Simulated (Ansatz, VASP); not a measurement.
## Two plane-wave programs on TePt

The input POSCAR:

```
TePt
1.0
    1.9815661262      1.1440577364      6.6610305258
   -1.9815661262      1.1440577364      6.6610305258
    0.0000000000     -2.2881154728      6.6610305258
Te Pt
2 2
Direct
    0.5980000000      0.5980000000      0.5980000000
    0.4020000000      0.4020000000      0.4020000000
    0.8703333333      0.8703333333      0.8703333333
    0.1296666667      0.1296666667      0.1296666667
```

The input INCAR.step1:

```
PREC = Accurate
ENCUT = 520
ISMEAR = 0
SIGMA = 0.1
LREAL = False
LASPH = True
NELM = 100
NBANDS = 24
GGA = PE
ALGO = Normal
EDIFF = 1E-4
LWAVE = True
LCHARG = False
```

INCAR.step2

```
PREC = Accurate
ENCUT = 520
EDIFF = 1E-6
ISMEAR = 0
SIGMA = 0.1
LREAL = False
LASPH = True
NELM = 100
ALGO = Normal
ISIF = 2
LWAVE = False
LCHARG = False
METAGGA = R2SCAN
LMIXTAU = True
NBANDS = 24
ISTART = 1
```

File KPOINTS:

```
Automatic mesh
0
Gamma
  6 6 6
```

Input for Ansatz:

```yaml
crystal:
  lattice:
    - [1.9815661262, 1.1440577364, 6.6610305258]
    - [-1.9815661262, 1.1440577364, 6.6610305258]
    - [0.0, -2.2881154728, 6.6610305258]
  atoms:
    - { symbol: Te, position: [0.598, 0.598, 0.598] }
    - { symbol: Te, position: [0.402, 0.402, 0.402] }
    - { symbol: Pt, position: [0.8703333333, 0.8703333333, 0.8703333333] }
    - { symbol: Pt, position: [0.1296666667, 0.1296666667, 0.1296666667] }
basis:
  ecutwfc: 500
kpoints:
  mp_grid: { grid: [6, 6, 6] }
hamiltonian:
  xc: r2scan
scf:
  occupations: { method: gaussian, width: 0.1 }
output:
  forces: true
  stress: true
  eigenvalues: true
```

Alike in both runs: task single point; functional r2SCAN; k mesh 6 × 6 × 6; occupations gaussian, width 0.1 eV; no spin polarisation.

```csv
,VASP,Ansatz
version,VASP 6.6.1,Ansatz 0.2.0
potentials or method,"VASP PAW PBE potentials, release 64 (Te, Pt), cutoff 520 eV","scalar-relativistic, plane waves, PAW"
valence electrons in the cell,32,68
```

VASP gave:

| Quantity | Value |
| --- | --- |
| gap on the k mesh at the Fermi level (eV) | none |
| pressure (GPa) | 2.7 |
| traceless stress, the component that is largest in VASP (GPa) | 0.05 |
| rms of the force components (eV/Å) | 0.032 |

Question: Estimate Ansatz's values.

Answer: gap on the k mesh at the Fermi level (eV): none; pressure (GPa): 2.7; traceless stress, the component that is largest in VASP (GPa): 0.03; rms of the force components (eV/Å): 0.047.

VASP's potentials were made for PBE, not for r2SCAN. Atom by atom the forces differ by 0.015 eV/Å (rms over components). A gap of «none» marks a metal or a gap that the smearing closes. The functional is the same, so the differences come from potentials, cutoffs and numerics. VASP's potentials hold 32 valence electrons a cell and Ansatz's 68, so a difference there can come from the potentials and not from the codes.

Spin-orbit coupling is off throughout.
